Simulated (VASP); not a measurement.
# Cd (I4_1/amd) in VASP: relaxation of cell and atoms with PBE

Aim: the relaxation of cell and atoms of Cd with PBE.

Program: VASP 6.6.1. These are calculated values, not measurements. Logs are shortened: lines on timing, memory, paths and dates and some standing lists are left out, and cuts for length are marked.

## Step 1: The cell of the first run

The structure is tetragonal, space group I4_1/amd (No. 141). The conventional cell has a = 4.241 Å, b = 4.241 Å, c = 2.218 Å, α = 90.00°, β = 90.00°, γ = 90.00°. Cd (site symmetry -4m2) has 10 Cd at 2.19 to 2.70 Å within 2.9 Å.

## Step 2: Relaxation of cell and atoms, PBE, target pressure 420 GPa, at which the enthalpy is minimised

Input file INCAR:

```
PREC     = Accurate       # precision mode
ENCUT    = 600            # plane-wave cutoff, eV
EDIFF    = 1E-6           # SCF threshold, eV
ISMEAR   = -1             # smearing method
SIGMA    = 0.1            # smearing width, eV
LREAL    = False          # projectors in reciprocal space
LASPH    = True           # aspherical terms in the spheres
NELM     = 80             # most SCF steps
ALGO     = Normal         # electronic algorithm
ISIF     = 3              # what is computed and relaxed
LWAVE    = False          # write WAVECAR
LCHARG   = False          # write CHGCAR
GGA      = PE             # functional
IBRION   = 2              # ionic algorithm
NSW      = 32             # ionic steps
EDIFFG   = -0.005         # ionic threshold
PSTRESS  = 4200.0
```

Input file KPOINTS:

```
regular mesh
0
Gamma
  19 19 19
```

Input file POSCAR:

```
Cd
1.0
   -2.1206401055      2.1206401055      1.1091522491
    2.1206401055     -2.1206401055      1.1091522491
    2.1206401055      2.1206401055     -1.1091522491
Cd
2
Direct
   -0.3750000000     -0.1250000000     -0.2500000000
    0.3750000000      0.1250000000      0.2500000000
```

Potentials or basis: VASP PAW PBE potentials, release 64 (Cd).

The run is started by

```console
> cat potpaw_PBE.64/Cd/POTCAR > POTCAR
> mpirun -np 1 vasp_std > vasp.out
```

OUTCAR:

```text
PREC = Accurate
   ENCUT = 600
   EDIFF = 1E-6
   ISMEAR = -1
   LREAL = False
   LASPH = True
   NELM = 80
   ISIF = 3
   GGA = PE
   IBRION = 2
   NSW = 32
   EDIFFG = -0.005
   PSTRESS = 4200.0

 ion  position               nearest neighbor table
   1  0.625  0.875  0.750-   2 2.19   2 2.19   2 2.19   2 2.19   2 2.70   2 2.70   2 2.70   2 2.70
                             2 3.49   2 3.49
   2  0.375  0.125  0.250-   1 2.19   1 2.19   1 2.19   1 2.19   1 2.70   1 2.70   1 2.70   1 2.70
                             1 3.49   1 3.49

  LATTYP: Found a body centered tetragonal cell.
 ALAT       =     4.2412802110
 C/A-ratio  =     0.5230271022

  Lattice vectors:

 A1 = (  -2.1206401055,   2.1206401055,   1.1091522491)
 A2 = (   2.1206401055,  -2.1206401055,   1.1091522491)
 A3 = (   2.1206401055,   2.1206401055,  -1.1091522491)

Analysis of symmetry for initial positions (statically):
=====================================================================
 Subroutine PRICEL returns:
 Original cell was already a primitive cell.

 Routine SETGRP: Setting up the symmetry group for a
 body centered tetragonal supercell.

 Subroutine GETGRP returns: Found 16 space group operations
 (whereof  4 operations were pure point group operations)
 out of a pool of 16 trial point group operations.

The static configuration has the point symmetry C_2h.
 The point group associated with its full space group is D_4h.

Analysis of symmetry for dynamics (positions and initial velocities):
=====================================================================
 Subroutine PRICEL returns:
 Original cell was already a primitive cell.

 Routine SETGRP: Setting up the symmetry group for a
 body centered tetragonal supercell.

 Subroutine GETGRP returns: Found 16 space group operations
 (whereof  4 operations were pure point group operations)
 out of a pool of 16 trial point group operations.

The dynamic configuration has the point symmetry C_2h.
 The point group associated with its full space group is D_4h.

 Subroutine INISYM returns: Found 16 space group operations
 (whereof  4 operations are pure point group operations),
 and found     1 'primitive' translations

----------------------------------------------------------------------------------------

                                     Primitive cell

  volume of cell :      19.9519

  direct lattice vectors                    reciprocal lattice vectors
    -2.120640106  2.120640106  1.109152249     0.000000000  0.235777867  0.450794740
[... 90 lines left out ...]
   IBRION =      2    ionic relax: 0-MD 1-quasi-New 2-CG
   NFREE  =      1    steps in history (QN), initial steepest desc. (CG)
   ISIF   =      3    stress and relaxation
   ISYM   =      2    0-nonsym 1-usesym 2-fastsym
   POTIM  = 0.5000    time-step for ionic-motion
   TEBEG  =    0.0;   TEEND  =   0.0 temperature during run
   PSTRESS= 4200.0 pullay stress
   NELECT =      24.0000    total number of electrons
   NUPDOWN=      -1.0000    fix difference up-down
   EMIN   =  10.00;   EMAX   =-10.00  energy-range for DOS
   EFERMI =   0.00;   METHOD = LEGACY
   ISMEAR =    -1;   SIGMA  =   0.10  broadening in eV -4-tet -1-fermi 0-gaus
   EFERMI_NEDOS =   21; number of points for ismear=-14 and -15
   IALGO  =     38    algorithm
   IMIX   =      4    mixing-type and parameters
     AMIX     =   0.40;   BMIX     =  1.00
     AMIX_MAG =   1.60;   BMIX_MAG =  1.00
  volume/ion in A,a.u.               =       9.98        67.32
  Fermi-wavevector in a.u.,A,eV,Ry     =   1.741073  3.290150 41.243800  3.031334
  Thomas-Fermi vector in A             =   2.813600
   LORBIT       =      0    0 simple, 1 ext, 2 COOP (PROOUT), +10 PAW based schemes
   GGA     = PE    functional components
   LHFCALC =     F    Hartree Fock is set to
   AEXX    =    0.0000 exact exchange contribution
   IVDW    =     0    specifies the selected vdW correction
   LEPSILON=     F    determine dielectric tensor
   LRPA    =     F    only Hartree local field effects (RPA)
 conjugate gradient relaxation of ions
 non-spin polarized calculation
  energy-cutoff  :      600.00
  volume of cell :       19.95
 maximum number of plane-waves:       689
 NGX is ok and might be reduce to    28
   NGX = 13   NGY = 13   NGZ = 13

--------------------------------------- Ionic step        1  -------------------------------------------

 number of electron      24.0000001 magnetization

 Free energy of the ion-electron system (eV)
  ---------------------------------------------------
  ext. energy  EPLUGINS =         0.00000000
  ---------------------------------------------------
  free energy    TOTEN  =        14.93797617 eV

  energy without entropy =       14.95306306  energy(sigma->0) =       14.94551962

------------------------ aborting loop because EDIFF is reached ----------------------------------------

  FORCE on cell =-STRESS in cart. coord.  units (eV):
  Direction    XX          YY          ZZ          XY          YZ          ZX
  --------------------------------------------------------------------------------------
  -------------------------------------------------------------------------------------
  Total       55.0173257     55.0173257     55.1715531      0.0000000      0.0000000      0.0000000
  in kB     4417.9923739   4417.9923739   4430.3771176      0.0000000      0.0000000      0.0000000
  external PRESSURE =     222.1206218 kB  Pullay stress =    4200.0000000 kB
[... 25 lines left out ...]
--------------------------------------- Ionic step        2  -------------------------------------------

 number of electron      23.9999992 magnetization

 E-fermi :   9.6791     XC(G=0): -14.4290

 val. band max:        9.6778429892   @ k =  -0.4737   0.1053  -0.0000
 cond. band min:       9.6856167645   @ k =  -0.2632  -0.2632   0.1053
 fundamental gap:      0.0077737753
 Fermi energy:         9.6791401073

 k-point     1 :       0.0000    0.0000    0.0000
  band No.  band energies     occupation
      1      -5.6822      2.00000
      2      -5.5451      2.00000
      3      -5.3768      2.00000
      4      -4.7652      2.00000
      5      -4.5734      2.00000
      6      -1.4235      2.00000
[... 712 lines left out ...]
--------------------------------------- Ionic step        9  -------------------------------------------

 number of electron      23.9999999 magnetization

 Free energy of the ion-electron system (eV)
  ---------------------------------------------------
  ext. energy  EPLUGINS =         0.00000000
  ---------------------------------------------------
  free energy    TOTEN  =        14.19463174 eV

  energy without entropy =       14.20987997  energy(sigma->0) =       14.20225585

 E-fermi :  13.0351     XC(G=0): -15.6527

 val. band max:       13.0344468766   @ k =  -0.1053   0.0526  -0.0000
 cond. band min:      13.0354337199   @ k =   0.4737   0.1053   0.0000
 fundamental gap:      0.0009868433
 Fermi energy:        13.0350649415

 k-point     1 :       0.0000    0.0000    0.0000
  band No.  band energies     occupation
      1      -5.4618      2.00000
      2      -5.0703      2.00000
      3      -4.8301      2.00000
      4      -4.0685      2.00000
      5      -3.8204      2.00000
      6       0.4871      2.00000
[... 480 lines left out ...]
  energy  without entropy=       14.2098799680  energy(sigma->0) =       14.20225585

  enthalpy is  TOTEN    =        67.2217494032 eV   P V=       53.0271176667

 reached required accuracy - stopping structural energy minimisation
```

CONTCAR:

```text
Cd
   1.00000000000000
    -2.1303000303728004    2.1303000303728008    1.1143401405409001
     2.1303000303728004   -2.1303000303728008    1.1143401405409001
     2.1303000303728004    2.1303000303728008   -1.1143401405409001
  Cd
     2
Direct
     0.6250000000000000    0.8750000000000000    0.7500000000000000
     0.3750000000000000    0.1250000000000000    0.2500000000000000

  0.00000000E+00  0.00000000E+00  0.00000000E+00
  0.00000000E+00  0.00000000E+00  0.00000000E+00
```

Wall time 26 min (1 thread of Intel Xeon 8259CL, shared host); peak memory 0.33 GiB.

What came out:

| Item | Value |
| --- | --- |
| Free energy | 14.1946 eV |
| Relaxed volume | 10.11 Å³/atom |
| Relaxed cell | a = 3.212 Å, b = 3.212 Å, c = 3.212 Å, α = 96.91°, β = 96.91°, γ = 139.40° |
| Space group after relaxing (to 0.1 Å) | I4_1/amd (No. 141) |
| Energy change on relaxing (the run minimises the enthalpy) | -371.7 meV/atom |
| Ionic steps | 9 |
| Pressure after relaxing | 419.9 GPa |
| Band gap on the k mesh | zero (bands 12 and 13 overlap by 7.14 eV) |

The path:
```tsv
step	energy change (eV)	largest force (eV/Å)	pressure (GPa)	volume (Å³)
1	0.0000	0.0000	442.21	19.95
2	-8.2086	0.0000	208.23	24.22
3	-0.8262	0.0000	417.51	20.26
4	-0.7433	0.0000	419.97	20.23
5	-0.7287	0.0000	420.41	20.22
6	-0.7328	0.0000	420.31	20.22
7	-0.7300	0.0000	420.36	20.22
8	-0.7382	0.0000	420.14	20.23
9	-0.7433	0.0000	419.95	20.23
```

Final structure:
```
Cd
1.0
    -2.13030    2.13030    1.11434
     2.13030   -2.13030    1.11434
     2.13030    2.13030   -1.11434
Cd
2
Direct
  0.62500 0.87500 0.75000
  0.37500 0.12500 0.25000
```

Caveat: the cell is relaxed towards a set pressure, so the run minimises the enthalpy, not the energy.
